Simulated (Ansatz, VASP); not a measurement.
**O in VASP and in Ansatz**

```
O
1.0
     9.00000    0.00000    0.00000
     0.00000    9.50000    0.00000
     0.00000    0.00000   10.00000
O
2
Direct
  0.50000 0.50000 0.43950
  0.50000 0.50000 0.56050
```

Alike in both runs: functional PBEsol; k mesh 1 × 1 × 1; occupations fermi-dirac, width 0.02 eV; collinear spin.

Ansatz relaxed the structure, and its values are those at the end. VASP's run is a single point on that final structure, the one shown.

```csv
,VASP,Ansatz
version,VASP 6.6.1,Ansatz 0.2.0
potentials or method,"VASP PAW PBE potentials, release 64 (O), cutoff 520 eV","plane waves, PAW"
valence electrons in the cell,12,12
```

```tsv
	VASP	Ansatz	Ansatz less VASP
rms of the force components (eV/Å)	0.802	0.000	-0.8018
net moment per atom (μB)	1.00	1.00	0.000
size of the moment on the site where the two differ most (μB)	0.81	0.55	-0.255
```

VASP's potentials were made for PBE, not for PBEsol. Site moments also hang on the region over which each program counts them. One of these differences is far larger than is usual between the two programs; its cause wasn't traced. With one functional, cell and mesh, what is left measures potentials, basis and numerics. Ansatz's warnings: end state compared, stress scf threshold loose.

Noted on VASP's run: the standard files for N, O and F lose accuracy on very short bonds.
